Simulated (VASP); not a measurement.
# Pd (Pm-3n) in VASP: further runs

Pd is run at these levels: LDA; tasks: single point.

Program: VASP 6.6.1. These are calculated values, not measurements. Logs are shortened: lines on timing, memory, paths and dates and some standing lists are left out, and cuts for length are marked.

## 1. The cell of the first run

Symmetry: Pm-3n, No. 223, cubic system. The conventional cell has a = 4.884 Å, b = 4.884 Å, c = 4.884 Å, α = 90.00°, β = 90.00°, γ = 90.00°. Within 3.6 Å of Pd (site symmetry m-3) lie 12 Pd at 2.73 Å. Within 3.2 Å of Pd (site symmetry -4m2) lie 14 Pd at 2.44 to 2.99 Å.

## 2. Single point, LDA

Contents of INCAR:

```
PREC = Accurate ; ENCUT = 520
EDIFF = 1E-6 ; ISMEAR = -1
SIGMA = 0.1 ; LREAL = F
LASPH = T ; NELM = 60
ALGO = Normal ; ISIF = 2
LWAVE = F ; LCHARG = F
GGA = CA ; NBANDS = 50
```

Contents of KPOINTS:

```
regular mesh
0
Gamma
  5 5 5
```

Contents of POSCAR:

```
Pd
1.0
    4.8841429333      0.0000000000      0.0000000000
    0.0000000000      4.8841429333      0.0000000000
    0.0000000000      0.0000000000      4.8841429333
Pd
8
Direct
    1.0000000000      0.0000000000      1.0000000000
    0.5000000000      0.5000000000      0.5000000000
    0.2500000000      1.0000000000      0.5000000000
    0.7500000000      1.0000000000      0.5000000000
    0.5000000000      0.2500000000      1.0000000000
    0.5000000000      0.7500000000      1.0000000000
    0.0000000000      0.5000000000      0.2500000000
    0.0000000000      0.5000000000      0.7500000000
```

Potentials or basis: VASP PAW LDA potentials, release 64 (Pd).

Command:

```bash
$ cat potpaw_LDA.64/Pd/POTCAR > POTCAR
$ mpirun -np 1 vasp_std > vasp.out
```

OUTCAR:

```text
PREC = Accurate
   ENCUT = 520
   EDIFF = 1E-6
   ISMEAR = -1
   LREAL = F
   LASPH = T
   NELM = 60
   ISIF = 2
   GGA = CA

 ion  position               nearest neighbor table
   1  0.000  0.000  0.000-   3 2.73   4 2.73   5 2.73   6 2.73   7 2.73   8 2.73   3 2.73   4 2.73
                             7 2.73   8 2.73   5 2.73   6 2.73
   2  0.500  0.500  0.500-   3 2.73   4 2.73   5 2.73   6 2.73   7 2.73   8 2.73   5 2.73   6 2.73
                             3 2.73   4 2.73   7 2.73   8 2.73
   3  0.250  0.000  0.500-   4 2.44   4 2.44   1 2.73   1 2.73   2 2.73   2 2.73   5 2.99   6 2.99
                             6 2.99   5 2.99   8 2.99   7 2.99   8 2.99   7 2.99
   4  0.750  0.000  0.500-   3 2.44   3 2.44   1 2.73   1 2.73   2 2.73   2 2.73   5 2.99   6 2.99
                             6 2.99   5 2.99   8 2.99   7 2.99   8 2.99   7 2.99
   5  0.500  0.250  0.000-   6 2.44   6 2.44   1 2.73   2 2.73   2 2.73   1 2.73   3 2.99   4 2.99
                             3 2.99   4 2.99   8 2.99   7 2.99   7 2.99   8 2.99
   6  0.500  0.750  0.000-   5 2.44   5 2.44   1 2.73   2 2.73   2 2.73   1 2.73   3 2.99   4 2.99
                             3 2.99   4 2.99   8 2.99   7 2.99   7 2.99   8 2.99
   7  0.000  0.500  0.250-   8 2.44   8 2.44   1 2.73   2 2.73   1 2.73   2 2.73   3 2.99   4 2.99
                             5 2.99   3 2.99   4 2.99   6 2.99   5 2.99   6 2.99
   8  0.000  0.500  0.750-   7 2.44   7 2.44   1 2.73   2 2.73   1 2.73   2 2.73   3 2.99   4 2.99
                             5 2.99   3 2.99   4 2.99   6 2.99   5 2.99   6 2.99

  LATTYP: Found a simple cubic cell.
 ALAT       =     4.8841429333

  Lattice vectors:

 A1 = (   4.8841429333,   0.0000000000,   0.0000000000)
 A2 = (   0.0000000000,   4.8841429333,   0.0000000000)
 A3 = (   0.0000000000,   0.0000000000,   4.8841429333)

Analysis of symmetry for initial positions (statically):
=====================================================================
 Subroutine PRICEL returns:
 Original cell was already a primitive cell.

 Routine SETGRP: Setting up the symmetry group for a
 simple cubic supercell.

 Subroutine GETGRP returns: Found 48 space group operations
 (whereof 24 operations were pure point group operations)
 out of a pool of 48 trial point group operations.

The static configuration has the point symmetry T_h .
 The point group associated with its full space group is O_h .

Analysis of symmetry for dynamics (positions and initial velocities):
=====================================================================
 Subroutine PRICEL returns:
 Original cell was already a primitive cell.

 Routine SETGRP: Setting up the symmetry group for a
 simple cubic supercell.

 Subroutine GETGRP returns: Found 48 space group operations
 (whereof 24 operations were pure point group operations)
 out of a pool of 48 trial point group operations.

The dynamic configuration has the point symmetry T_h .
 The point group associated with its full space group is O_h .

 Subroutine INISYM returns: Found 48 space group operations
 (whereof 24 operations are pure point group operations),
 and found     1 'primitive' translations

----------------------------------------------------------------------------------------

                                     Primitive cell

  volume of cell :     116.5105

  direct lattice vectors                    reciprocal lattice vectors
     4.884142933  0.000000000  0.000000000     0.204744213  0.000000000  0.000000000
     0.000000000  4.884142933  0.000000000     0.000000000  0.204744213  0.000000000
     0.000000000  0.000000000  4.884142933     0.000000000  0.000000000  0.204744213

  length of vectors
     4.884142933  4.884142933  4.884142933     0.204744213  0.204744213  0.204744213

  position of ions in fractional coordinates (direct lattice)
     0.000000000  0.000000000  0.000000000
     0.500000000  0.500000000  0.500000000
     0.250000000  0.000000000  0.500000000
     0.750000000  0.000000000  0.500000000
     0.500000000  0.250000000  0.000000000
     0.500000000  0.750000000  0.000000000
     0.000000000  0.500000000  0.250000000
     0.000000000  0.500000000  0.750000000

  ion indices of the primitive-cell ions
   primitive index   ion index
                 1           1
                 2           2
                 3           3
                 4           4
                 5           5
                 6           6
                 7           7
                 8           8

----------------------------------------------------------------------------------------

 KPOINTS: regular mesh

Automatic generation of k-mesh.
 Grid dimensions read from file:
 generate k-points for:    5    5    5

 Generating k-lattice:

  Cartesian coordinates                     Fractional coordinates (reciprocal lattice)
     0.040948843  0.000000000  0.000000000     0.200000000  0.000000000  0.000000000
     0.000000000  0.040948843  0.000000000     0.000000000  0.200000000  0.000000000
     0.000000000  0.000000000  0.040948843     0.000000000  0.000000000  0.200000000

  Length of vectors
     0.040948843  0.040948843  0.040948843

  Shift w.r.t. Gamma in fractional coordinates (k-lattice)
     0.000000000  0.000000000  0.000000000

 Subroutine IBZKPT returns following result:
 ===========================================

 Found     10 irreducible k-points:

 Following reciprocal coordinates:
            Coordinates               Weight
  0.000000  0.000000  0.000000      1.000000
  0.200000  0.000000  0.000000      6.000000
  0.400000  0.000000  0.000000      6.000000
  0.200000  0.200000  0.000000     12.000000
  0.400000  0.200000  0.000000     24.000000
  0.400000  0.400000  0.000000     12.000000
  0.200000  0.200000  0.200000      8.000000
  0.400000  0.200000  0.200000     24.000000
  0.400000  0.400000  0.200000     24.000000
  0.400000  0.400000  0.400000      8.000000
   k-points           NKPTS =     10   k-points in BZ     NKDIM =     10   number of bands    NBANDS=     50
   number of dos      NEDOS =    301   number of ions     NIONS =      8
   total plane-waves  NPLWV =  46656
   dimension x,y,z NGX =    36 NGY =   36 NGZ =   36
   dimension x,y,z NGXF=    72 NGYF=   72 NGZF=   72
   ions per type =               8
   NGX,Y,Z   is equivalent  to a cutoff of  12.25, 12.25, 12.25 a.u.
   NGXF,Y,Z  is equivalent  to a cutoff of  24.51, 24.51, 24.51 a.u.
 SYSTEM =  unknown system
   PREC   = accura    normal or accurate (medium, high low for compatibility)
   ISTART =      0    job   : 0-new  1-cont  2-samecut
   ICHARG =      2    charge: 1-file 2-atom 10-const
   ISPIN  =      1    spin polarized calculation?
   LNONCOLLINEAR =      F non collinear calculations
   LSORBIT =      F    spin-orbit coupling
   LASPH  =      T    aspherical Exc in radial PAW
   ENCUT  =  520.0 eV  38.22 Ry    6.18 a.u.   9.08  9.08  9.08*2*pi/ulx,y,z
   NELM   =     60;   NELMIN=  2; NELMDL= -5     # of ELM steps
   EDIFF  = 0.1E-05   stopping-criterion for ELM
   LREAL  =      F    real-space projection
   EDIFFG = 0.1E-04   stopping-criterion for IOM
   NSW    =      0    number of steps for IOM
   IBRION =     -1    ionic relax: 0-MD 1-quasi-New 2-CG
   NFREE  =      0    steps in history (QN), initial steepest desc. (CG)
   ISIF   =      2    stress and relaxation
   ISYM   =      2    0-nonsym 1-usesym 2-fastsym
   POTIM  = 0.5000    time-step for ionic-motion
   TEBEG  =    0.0;   TEEND  =   0.0 temperature during run
   PSTRESS=    0.0 pullay stress
   NELECT =      80.0000    total number of electrons
   NUPDOWN=      -1.0000    fix difference up-down
   EMIN   =  10.00;   EMAX   =-10.00  energy-range for DOS
   EFERMI =   0.00;   METHOD = LEGACY
   ISMEAR =    -1;   SIGMA  =   0.10  broadening in eV -4-tet -1-fermi 0-gaus
   EFERMI_NEDOS =   21; number of points for ismear=-14 and -15
   IALGO  =     38    algorithm
   IMIX   =      4    mixing-type and parameters
     AMIX     =   0.40;   BMIX     =  1.00
     AMIX_MAG =   1.60;   BMIX_MAG =  1.00
  volume/ion in A,a.u.               =      14.56        98.28
  Fermi-wavevector in a.u.,A,eV,Ry     =   1.444275  2.729283 28.380791  2.085929
  Thomas-Fermi vector in A             =   2.562588
   LORBIT       =      0    0 simple, 1 ext, 2 COOP (PROOUT), +10 PAW based schemes
   GGA     = CA    functional components
   LHFCALC =     F    Hartree Fock is set to
   AEXX    =    0.0000 exact exchange contribution
   IVDW    =     0    specifies the selected vdW correction
   LEPSILON=     F    determine dielectric tensor
   LRPA    =     F    only Hartree local field effects (RPA)
 non-spin polarized calculation
  energy-cutoff  :      520.00
  volume of cell :      116.51
 maximum number of plane-waves:      3153
   NGX = 19   NGY = 19   NGZ = 19

 number of electron      80.0000012 magnetization

 Free energy of the ion-electron system (eV)
  ---------------------------------------------------
  ext. energy  EPLUGINS =         0.00000000
  ---------------------------------------------------
  free energy    TOTEN  =       -50.92389141 eV

  energy without entropy =      -50.50242442  energy(sigma->0) =      -50.71315791

 E-fermi :   9.8476     XC(G=0): -13.5780

 val. band max:        9.8257443485   @ k =   0.4000   0.0000   0.0000
 cond. band min:       9.8907292121   @ k =   0.4000   0.4000   0.0000
 fundamental gap:      0.0649848637
 Fermi energy:         9.8476024635

 k-point     1 :       0.0000    0.0000    0.0000
  band No.  band energies     occupation
      1       2.4751      2.00000
      2       4.1423      2.00000
      3       4.1423      2.00000
      4       4.9433      2.00000
      5       5.0623      2.00000
      6       5.0623      2.00000
[... 42 lines left out ...]
     49      19.3225      0.00000
     50      19.3233      0.00000
[... 475 lines left out ...]
     49      21.6075      0.00000
     50      21.6129      0.00000

------------------------ aborting loop because EDIFF is reached ----------------------------------------

  FORCE on cell =-STRESS in cart. coord.  units (eV):
  Direction    XX          YY          ZZ          XY          YZ          ZX
  --------------------------------------------------------------------------------------
  -------------------------------------------------------------------------------------
  Total        0.0709260      0.0709260      0.0709260     -0.0000000      0.0000000      0.0000000
  in kB        0.9753288      0.9753288      0.9753288     -0.0000000      0.0000000      0.0000000
  external PRESSURE =       0.9753288 kB  Pullay stress =       0.0000000 kB

 VOLUME and BASIS-vectors are now :
 -----------------------------------------------------------------------------
  energy-cutoff  :      520.00
  volume of cell :      116.51
      direct lattice vectors                 reciprocal lattice vectors
     4.884142933  0.000000000  0.000000000     0.204744213  0.000000000  0.000000000
     0.000000000  4.884142933  0.000000000     0.000000000  0.204744213  0.000000000
     0.000000000  0.000000000  4.884142933     0.000000000  0.000000000  0.204744213

 POSITION                                       TOTAL-FORCE (eV/Angst)
 -----------------------------------------------------------------------------------
      0.00000      0.00000      0.00000        -0.000000     -0.000000     -0.000000
      2.44207      2.44207      2.44207        -0.000000     -0.000000     -0.000000
      1.22104      0.00000      2.44207         0.000000     -0.000000      0.000000
      3.66311      0.00000      2.44207        -0.000000      0.000000      0.000000
      2.44207      1.22104      0.00000        -0.000000     -0.000000      0.000000
      2.44207      3.66311      0.00000        -0.000000      0.000000      0.000000
      0.00000      2.44207      1.22104         0.000000     -0.000000      0.000000
      0.00000      2.44207      3.66311         0.000000     -0.000000     -0.000000
 -----------------------------------------------------------------------------------
    total drift:                                0.000000      0.000000     -0.000000

  FREE ENERGIE OF THE ION-ELECTRON SYSTEM (eV)
  ---------------------------------------------------
  free  energy   TOTEN  =       -50.9238914099 eV

  energy  without entropy=      -50.5024244164  energy(sigma->0) =      -50.71315791
```

Wall time 37 s (1 thread of Intel Xeon Platinum 8488C (Sapphire Rapids), shared host); peak memory 0.18 GiB.

What came out:

| Property | Result |
| --- | --- |
| Free energy | -50.9239 eV |
| Pressure | 0.1 GPa |
| Band gap on the k mesh | zero (band 40 reaches 9.89 eV, above the bottom of band 41 at 9.60 eV) |

## 3. Single point, LDA, collinear spin, ferromagnetic start

Contents of INCAR:

```
SYSTEM = Pd
ALGO = Normal ; EDIFF = 1E-6
ENCUT = 520 ; GGA = CA
ISIF = 2 ; ISMEAR = -1
ISPIN = 2 ; LASPH = .True.
LCHARG = .False. ; LMAXMIX = 4
LORBIT = 11 ; LREAL = .False.
LWAVE = .False. ; MAGMOM = 0.5 0.5 0.5 0.5 0.5 0.5 0.5 0.5
NBANDS = 54 ; NELM = 150
PREC = Accurate ; SIGMA = 0.05
```

Contents of KPOINTS:

```
k-points
0
Gamma
  5 5 5
  0 0 0
```

Contents of POSCAR:

```
Pd
1.0
    4.8811898461      0.0000000000      0.0000000000
    0.0000000000      4.8811898461      0.0000000000
    0.0000000000      0.0000000000      4.8811898461
Pd
8
Direct
    0.0000000000      0.0000000000      1.0000000000
    0.5000000000      0.5000000000      0.5000000000
    0.2500000000      1.0000000000      0.5000000000
    0.7500000000      0.0000000000      0.5000000000
    0.5000000000      0.2500000000      0.0000000000
    0.5000000000      0.7500000000      0.0000000000
    1.0000000000      0.5000000000      0.2500000000
    0.0000000000      0.5000000000      0.7500000000
```

Potentials or basis: VASP PAW LDA potentials, release 64 (Pd).

Command:

```bash
$ cat potpaw_LDA.64/Pd/POTCAR > POTCAR
$ mpirun -np 1 vasp_std > vasp.out
```

It took 90 s on 1 thread of AMD EPYC 7R13 (Zen 3), shared host; peak memory 0.19 GiB.

Results (log left out):

```yaml
Free_energy: -50.7640 eV
Pressure: 0.1 GPa
Band_gap_on_the_k_mesh: zero (filled and empty bands overlap)
Net_moment: 0.00 μB per cell
Valence_electrons_inside_the_program's_atomic_spheres: Pd 9.50, 9.51
```

Levels at points of the mesh, in eV from the Fermi level:
Spin up:
```tsv
k point	band 38	band 39	band 40	band 41	band 42	band 43
(0.00, 0.00, 0.00)	-0.24	0.07	0.07	0.07	2.52	2.52
```
Spin down:
| k point | band 38 | band 39 | band 40 | band 41 | band 42 | band 43 |
| --- | --- | --- | --- | --- | --- | --- |
| (0.00, 0.00, 0.00) | -0.24 | 0.07 | 0.07 | 0.07 | 2.52 | 2.52 |
